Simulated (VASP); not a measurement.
# Al18HCl in VASP: a series of runs

Al18HCl is run at these levels: PBE; tasks: single point.

Everything below comes from runs of VASP 6.6.1. Logs are shortened: lines on timing, memory, paths and dates and some standing lists are left out, and cuts for length are marked.

## (1) The cell of the first run

The cell holds a slab with vacuum, 20 atoms: a = 5.728 Å, b = 8.591 Å, c = 18.677 Å, α = 90.00°, β = 90.00°, γ = 60.00°.

## (2) Single point, PBE

INCAR

```
  PREC = Accurate
  ENCUT = 520
  EDIFF = 1E-7
  ISMEAR = -1
  SIGMA = 0.15
  LREAL = Auto
  LASPH = True
  NELM = 100
  ALGO = Normal
  ISIF = 2
  LWAVE = False
  LCHARG = False
  GGA = PE
  NBANDS = 47
```

KPOINTS

```
Automatic mesh
0
Gamma
  3 2 1
```

POSCAR

```
Al18HCl
1.0
    5.7275650000      0.0000000000      0.0000000000
    4.2956740000      7.4403250000      0.0000000000
    0.0000000000      0.0000000000     18.6765370000
Al Cl H
18 1 1
Direct
    0.1666684695      0.1111107378      0.0535431167
    0.6666715249      0.1111107378      0.0535431167
    0.1666708227      0.4444429511      0.0535431167
    0.6666738781      0.4444429511      0.0535431167
    0.1666731759      0.7777751644      0.0535431167
    0.6666762313      0.7777751644      0.0535431167
   -0.1864860564      0.2285115234      0.1440470468
    0.3429330580      0.2243719192      0.1628674524
   -0.1495808331      0.5587793544      0.1773401568
    0.3692853893      0.5776494978      0.1375951013
   -0.1933973029      0.9097048852      0.1656195686
    0.3640595028      0.9142745781      0.1533528405
    0.2521346164     -0.2474623084      0.2469087283
    0.4319589117      0.0109941434      0.2810585281
    0.1310240432      0.3730616606      0.3187475280
    0.4886079405      0.4431123640      0.2460359755
   -0.1836327854      0.7875059221      0.3437735807
    0.6373109488      0.5379738116      0.3716748988
    0.9653910819      0.1579635298      0.2524986297
   -0.0624751153     -0.1380853659      0.4394122958
```

Potentials or basis: VASP PAW PBE potentials, release 64 (Al, Cl, H).

The run is started by

```
cat potpaw_PBE.64/Al/POTCAR potpaw_PBE.64/Cl/POTCAR potpaw_PBE.64/H/POTCAR > POTCAR
mpirun -np 1 vasp_std > vasp.out
```

OUTCAR:

```text
PREC = Accurate
   ENCUT = 520
   EDIFF = 1E-7
   ISMEAR = -1
   LREAL = Auto
   LASPH = True
   NELM = 100
   ISIF = 2
   GGA = PE

 ion  position               nearest neighbor table
   1  0.167  0.111  0.054-  12 2.39   7 2.43   8 2.67   4 2.86   2 2.86   3 2.86   5 2.86   2 2.86
                             6 2.86
   2  0.667  0.111  0.054-   7 2.33  11 2.58   8 2.60   1 2.86   3 2.86   4 2.86   6 2.86   5 2.86
                             1 2.86
   3  0.167  0.444  0.054-  10 2.54   8 2.62   9 2.80   6 2.86   4 2.86   2 2.86   5 2.86   1 2.86
                             4 2.86
   4  0.667  0.444  0.054-  10 2.17   7 2.33   1 2.86   3 2.86   5 2.86   6 2.86   2 2.86   3 2.86
                             9 2.91
   5  0.167  0.778  0.054-  10 2.18  12 2.73  11 2.75   6 2.86   4 2.86   3 2.86   1 2.86   2 2.86
                             6 2.86
   6  0.667  0.778  0.054-  12 2.41  11 2.69   9 2.83   3 2.86   5 2.86   4 2.86   2 2.86   5 2.86
                             1 2.86  10 3.35
   7  0.814  0.229  0.144-  19 2.17   2 2.33   4 2.33   1 2.43  16 2.66   8 2.74  11 2.79  10 2.80
                            12 2.96   9 3.01   8 3.04
   8  0.343  0.224  0.163-   2 2.60  12 2.61   3 2.62   1 2.67  11 2.68   7 2.74  14 2.75   9 2.86
                            16 2.87  19 3.01   7 3.04  10 3.15  15 3.17
   9  0.850  0.559  0.177-  10 2.78   3 2.80   6 2.83   8 2.86  11 2.91   4 2.91  12 2.96  16 3.00
                             7 3.01  15 3.09  10 3.14  13 3.24
  10  0.369  0.578  0.138-   4 2.17   5 2.18  16 2.26  13 2.42   3 2.54   9 2.78   7 2.80  12 2.89
                            11 3.10   9 3.14   8 3.15   6 3.35
  11  0.807  0.910  0.166-  12 2.53   2 2.58   8 2.68  13 2.68   6 2.69   5 2.75   7 2.79  14 2.85
                             9 2.91  10 3.10  12 3.22
  12  0.364  0.914  0.153-   1 2.39   6 2.41  13 2.51  11 2.53   8 2.61  14 2.62   5 2.73  19 2.87
                            10 2.89   7 2.96   9 2.96  11 3.22
  13  0.252  0.753  0.247-  16 2.30  10 2.42  12 2.51  11 2.68  14 2.95  17 2.97  18 3.10   9 3.24

  14  0.432  0.011  0.281-  19 2.38  17 2.38  12 2.62   8 2.75  15 2.79  11 2.85  13 2.95
  15  0.131  0.373  0.319-  18 2.64  19 2.76  16 2.76  14 2.79   9 3.09  17 3.12   8 3.17
  16  0.489  0.443  0.246-  10 2.26  13 2.30  19 2.60   7 2.66  18 2.75  15 2.76   8 2.87   9 3.00

  17  0.816  0.788  0.344-  14 2.38  18 2.85  13 2.97  15 3.12
  18  0.637  0.538  0.372-  15 2.64  16 2.75  17 2.85  13 3.10
  19  0.965  0.158  0.252-   7 2.17  14 2.38  16 2.60  15 2.76  12 2.87   8 3.01
  20  0.938  0.862  0.439-

  LATTYP: Found a simple monoclinic cell.
 ALAT       =     5.7275650000
 B/A-ratio  =     3.2608162456
 C/A-ratio  =     1.3228756151
 COS(beta)  =    -0.1889822093

  Lattice vectors:

 A1 = (   5.7275650000,   0.0000000000,   0.0000000000)
 A2 = (   0.0000000000,   0.0000000000, -18.6765370000)
 A3 = (  -1.4318910000,   7.4403250000,   0.0000000000)

Analysis of symmetry for initial positions (statically):
=====================================================================
 Subroutine PRICEL returns:
 Original cell was already a primitive cell.

 Routine SETGRP: Setting up the symmetry group for a
 simple monoclinic supercell.

 Subroutine GETGRP returns: Found  1 space group operations
 (whereof  1 operations were pure point group operations)
 out of a pool of  4 trial point group operations.

The static configuration has the point symmetry C_1 .

Analysis of symmetry for dynamics (positions and initial velocities):
=====================================================================
 Subroutine PRICEL returns:
 Original cell was already a primitive cell.

 Routine SETGRP: Setting up the symmetry group for a
 simple monoclinic supercell.

 Subroutine GETGRP returns: Found  1 space group operations
 (whereof  1 operations were pure point group operations)
 out of a pool of  4 trial point group operations.

The dynamic configuration has the point symmetry C_1 .

 Subroutine INISYM returns: Found  1 space group operations
 (whereof  1 operations are pure point group operations),
 and found     1 'primitive' translations

----------------------------------------------------------------------------------------

[... 84 lines left out ...]
|           WW  WW  A    A  R   R   N   NN  II  N   NN  G    G                |
|           W    W  A    A  R    R  N    N  II  N    N   GGGG   !!!           |
|                                                                             |
|     Your reciprocal lattice and k-lattice belong to different lattice       |
|     classes:                                                                |
|                                                                             |
|        The reciprocal lattice is simple monoclinic,                         |
|        whereas your k-lattice is hexagonal.                                 |
|                                                                             |
|     Results are often still useful ...                                      |
|                                                                             |
 -----------------------------------------------------------------------------

 Subroutine IBZKPT returns following result:
 ===========================================

 Found      4 irreducible k-points:

 Following reciprocal coordinates:
            Coordinates               Weight
  0.000000  0.000000  0.000000      1.000000
  0.333333 -0.000000  0.000000      2.000000
  0.000000  0.500000  0.000000      1.000000
  0.333333  0.500000  0.000000      2.000000
   k-points           NKPTS =      4   k-points in BZ     NKDIM =      4   number of bands    NBANDS=     47
   number of dos      NEDOS =    301   number of ions     NIONS =     20
   total plane-waves  NPLWV = 430080
   dimension x,y,z NGX =    48 NGY =   64 NGZ =  140
   dimension x,y,z NGXF=    96 NGYF=  128 NGZF=  280
   ions per type =              18   1   1
   NGX,Y,Z   is equivalent  to a cutoff of  13.93, 12.38, 12.46 a.u.
   NGXF,Y,Z  is equivalent  to a cutoff of  27.86, 24.77, 24.92 a.u.
 SYSTEM =  unknown system
   PREC   = accura    normal or accurate (medium, high low for compatibility)
   ISTART =      0    job   : 0-new  1-cont  2-samecut
   ICHARG =      2    charge: 1-file 2-atom 10-const
   ISPIN  =      1    spin polarized calculation?
   LNONCOLLINEAR =      F non collinear calculations
   LSORBIT =      F    spin-orbit coupling
   LASPH  =      T    aspherical Exc in radial PAW
   ENCUT  =  520.0 eV  38.22 Ry    6.18 a.u.  10.65 15.97 34.73*2*pi/ulx,y,z
   NELM   =    100;   NELMIN=  2; NELMDL= -5     # of ELM steps
   EDIFF  = 0.1E-06   stopping-criterion for ELM
   LREAL  =      T    real-space projection
   EDIFFG = 0.1E-05   stopping-criterion for IOM
   NSW    =      0    number of steps for IOM
   IBRION =     -1    ionic relax: 0-MD 1-quasi-New 2-CG
   NFREE  =      0    steps in history (QN), initial steepest desc. (CG)
   ISIF   =      2    stress and relaxation
   ISYM   =      2    0-nonsym 1-usesym 2-fastsym
   POTIM  = 0.5000    time-step for ionic-motion
   TEBEG  =    0.0;   TEEND  =   0.0 temperature during run
   PSTRESS=    0.0 pullay stress
   NELECT =      62.0000    total number of electrons
   NUPDOWN=      -1.0000    fix difference up-down
   EMIN   =  10.00;   EMAX   =-10.00  energy-range for DOS
   EFERMI =   0.00;   METHOD = LEGACY
   ISMEAR =    -1;   SIGMA  =   0.15  broadening in eV -4-tet -1-fermi 0-gaus
   EFERMI_NEDOS =   21; number of points for ismear=-14 and -15
   IALGO  =     38    algorithm
   IMIX   =      4    mixing-type and parameters
     AMIX     =   0.40;   BMIX     =  1.00
     AMIX_MAG =   1.60;   BMIX_MAG =  1.00
  volume/ion in A,a.u.               =      39.79       268.55
  Fermi-wavevector in a.u.,A,eV,Ry     =   0.699175  1.321249  6.651152  0.488846
  Thomas-Fermi vector in A             =   1.782982
   LORBIT       =      0    0 simple, 1 ext, 2 COOP (PROOUT), +10 PAW based schemes
   GGA     = PE    functional components
   LHFCALC =     F    Hartree Fock is set to
   AEXX    =    0.0000 exact exchange contribution
   IVDW    =     0    specifies the selected vdW correction
   LEPSILON=     F    determine dielectric tensor
   LRPA    =     F    only Hartree local field effects (RPA)
 non-spin polarized calculation
  energy-cutoff  :      520.00
  volume of cell :      795.90
 maximum number of plane-waves:     21480
 NGX is ok and might be reduce to    42
   NGX = 21   NGY = 31   NGZ = 69

 number of electron      62.0000000 magnetization

 Free energy of the ion-electron system (eV)
  ---------------------------------------------------
  ext. energy  EPLUGINS =         0.00000000
  ---------------------------------------------------
  free energy    TOTEN  =       -59.68239067 eV

  energy without entropy =      -59.03656547  energy(sigma->0) =      -59.35947807

 E-fermi :   0.4654     XC(G=0):  -5.0422

 val. band max:        0.4590244025   @ k =   0.0000   0.0000   0.0000
 cond. band min:       0.5601153175   @ k =   0.0000   0.5000   0.0000
 fundamental gap:      0.1010909150
 Fermi energy:         0.4653633477

 k-point     1 :       0.0000    0.0000    0.0000
  band No.  band energies     occupation
      1     -17.8986      2.00000
      2     -10.7506      2.00000
      3      -8.8174      2.00000
      4      -8.5465      2.00000
      5      -7.7742      2.00000
      6      -7.7229      2.00000
[... 173 lines left out ...]
     42       2.4870      0.00000
     43       2.7984      0.00000
 [bands above 43 left out]

------------------------ aborting loop because EDIFF is reached ----------------------------------------

  FORCE on cell =-STRESS in cart. coord.  units (eV):
  Direction    XX          YY          ZZ          XY          YZ          ZX
  --------------------------------------------------------------------------------------
  -------------------------------------------------------------------------------------
  Total        9.3979193     24.4718733     42.0039045     -6.0589348     -5.1495242     -1.6618277
  in kB       18.9183827     49.2628476     84.5555190    -12.1968751    -10.3661957     -3.3453249
  external PRESSURE =      50.9122498 kB  Pullay stress =       0.0000000 kB

 VOLUME and BASIS-vectors are now :
 -----------------------------------------------------------------------------
  energy-cutoff  :      520.00
  volume of cell :      795.90
      direct lattice vectors                 reciprocal lattice vectors
     5.727565000  0.000000000  0.000000000     0.174594265 -0.100802054  0.000000000
     4.295674000  7.440325000  0.000000000     0.000000000  0.134402731  0.000000000
     0.000000000  0.000000000 18.676537000     0.000000000  0.000000000  0.053543117

 POSITION                                       TOTAL-FORCE (eV/Angst)
 -----------------------------------------------------------------------------------
      1.43190      0.82670      1.00000         0.423590      0.534672     -2.802639
      4.29570      0.82670      1.00000        -0.961130     -0.755547     -2.892803
      2.86380      3.30680      1.00000        -0.665524      0.114234     -1.389561
      5.72760      3.30680      1.00000         2.382465     -0.436528     -5.084143
      4.29570      5.78690      1.00000        -0.693094      2.616328     -3.603554
      7.15950      5.78690      1.00000         0.751409     -0.770086     -1.727724
[... 12 lines left out ...]
      6.20790      1.17530      4.71580        -1.009004     -0.134866      2.264246
      9.07224      6.41292      8.20670        -0.854215     -0.568415     -1.683277
 -----------------------------------------------------------------------------------
    total drift:                                0.002330      0.008883     -0.010740

  FREE ENERGIE OF THE ION-ELECTRON SYSTEM (eV)
  ---------------------------------------------------
  free  energy   TOTEN  =       -59.6823906690 eV

  energy  without entropy=      -59.0365654719  energy(sigma->0) =      -59.35947807
```

Run time: 4.8 min. Hardware: 1 thread of Intel Xeon 6975P-C (Granite Rapids), shared host; peak memory 0.83 GiB.

Results:

* Free energy: -59.6824 eV
* Largest force: 5.632 eV/Å
* Band gap on the k mesh: zero (band 31 reaches 0.59 eV, above the bottom of band 32 at 0.38 eV)

Forces on the atoms (eV/Å):
```
Al   0.424  0.535 -2.803
Al  -0.961 -0.756 -2.893
Al  -0.666  0.114 -1.390
Al   2.382 -0.437 -5.084
Al  -0.693  2.616 -3.604
Al   0.751 -0.770 -1.728
Al   0.279  0.111  2.227
Al   0.311  1.173  1.230
Al   0.417  0.036  0.831
Al  -1.631  0.053  3.070
Al   0.759 -0.967  1.043
Al  -1.040 -0.955  1.529
Al  -0.291  2.031  2.345
Al   0.095  0.518  0.006
Al   0.597  0.408 -0.304
Al  -0.416 -2.695  3.203
Al   1.733 -0.964  2.138
Al  -0.187  0.650 -0.399
Cl  -1.009 -0.135  2.264
H   -0.854 -0.568 -1.683
```

Caveat: the k points lie up to 0.42 Å⁻¹ apart.

(Part 1 of 2 ends here.)
